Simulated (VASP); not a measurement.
# NaH: single point with r2SCAN

Crystal: NaH.

```
CELL_PARAMETERS angstrom
0.00000 2.44453 2.44453
2.44453 0.00000 2.44453
2.44453 2.44453 0.00000
ATOMIC_POSITIONS crystal
Na 0.00000 0.00000 0.00000
H 0.50000 0.50000 0.50000
```

This cell differs from its parent crystal: volume changed by +6%.

| Quantity | Value |
| --- | --- |
| Program | VASP 6.6.1 |
| Task | single point |
| Functional | r2SCAN |
| Potentials or basis | VASP PAW PBE potentials, release 64 (Na_pv, H) |
| Cutoff | 520 eV |
| k mesh | 8 × 8 × 8 |
| Occupations | gaussian, width 0.01 eV |
| Spin | no spin polarisation |
| Dipole correction | no |
| Further INCAR settings | ALGO = Normal; EDIFF = 1e-06; NBANDS = 11 |

| Property | Result |
| --- | --- |
| Pressure | -1.4 GPa |
| Band gap on the k mesh | 4.31 eV, indirect (least direct gap 5.12 eV) |

Levels at points of the mesh, in eV from the valence-band top:
| k point | band 1 | band 2 | band 3 | band 4 | band 5 | band 6 | band 7 | band 8 | band 9 |
| --- | --- | --- | --- | --- | --- | --- | --- | --- | --- |
| (0.00, 0.00, 0.00) | -22.97 | -22.97 | -22.97 | -3.46 | 11.12 | 16.09 | 16.09 | 16.09 | 16.93 |
| (0.50, 0.00, 0.00) | -23.04 | -22.98 | -22.98 | -0.82 | 4.31 | 11.44 | 13.69 | 13.69 | 17.20 |
| (0.50, 0.50, 0.00) | -23.04 | -22.99 | -22.99 | -0.16 | 5.11 | 10.57 | 11.16 | 11.16 | 12.68 |

It took 24 s on 1 thread of Intel(R) Xeon(R) 6975P-C (Granite Rapids), on a shared host, peak memory 0.16 GiB.

Caveat: the PAW data sets were made with another functional, which shifts forces and pressure a little. A k mesh can miss the band edges.
